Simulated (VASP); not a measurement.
Set up this calculation in VASP 6.6.1, as the native input.

| Property | Result |
| --- | --- |
| Task | relaxation of cell and atoms |
| Functional | PBE |
| Potentials or basis | VASP PAW PBE potentials, release 64 (Br) |
| Cutoff | 600 eV |
| k mesh | 6 × 6 × 6 |
| Occupations | methfessel-paxton, width 0.01 eV |
| Spin | no spin polarisation |
| Dipole correction | no |
| Further INCAR settings | ALGO = Normal; EDIFF = 1e-07; IBRION = 2; EDIFFG = -0.02; NSW = 50; ISIF = 3 |

The structure of Br lies in POSCAR:

```
Br
1.0
    0.0000000000      3.2400000000      3.2400000000
    3.2400000000      0.0000000000      3.2400000000
    3.2400000000      3.2400000000      0.0000000000
Br
2
Direct
    0.0000000000      0.0000000000      0.0000000000
    0.2500000000      0.2500000000      0.2500000000
```

The input as run:

INCAR

```
SYSTEM = Br
PREC = Accurate ; ENCUT = 600
EDIFF = 1E-7 ; ISMEAR = 1
SIGMA = 0.01 ; LREAL = .False.
LASPH = .True. ; NELM = 60
ALGO = Normal ; ISIF = 3
LWAVE = .False. ; LCHARG = .False.
GGA = PE ; IBRION = 2
NSW = 50 ; EDIFFG = -0.02
```

KPOINTS

```
Automatic mesh
0
Gamma
  6 6 6
  0 0 0
```

Potentials or basis: VASP PAW PBE potentials, release 64 (Br).

Launch:

```sh
$ cat potpaw_PBE.64/Br/POTCAR > POTCAR
$ mpirun -np 1 vasp_std > vasp.out
```

It gave:

| Property | Result |
| --- | --- |
| Relaxed volume | 42.82 Å³/atom |
| Relaxed cell | a = 4.948 Å, b = 4.948 Å, c = 4.948 Å, α = 60.00°, β = 60.00°, γ = 60.00° |
| Space group after relaxing (to 0.05 Å) | Fd-3m (No. 227) |
| Energy gained by relaxing | 139.5 meV/atom |
| Ionic steps | 4 |
| Pressure after relaxing | 0.0 GPa |
| Band gap on the k mesh | zero (band 7 reaches -0.95 eV, above the bottom of band 8 at -2.16 eV) |

Caveat: the volume moved by over 15 % at a fixed basis, so the end points are rough.

It took 50 s on 1 thread of AMD EPYC 7R43 64-Core Processor (Zen 3) (shared host), peak memory 0.21 GiB.
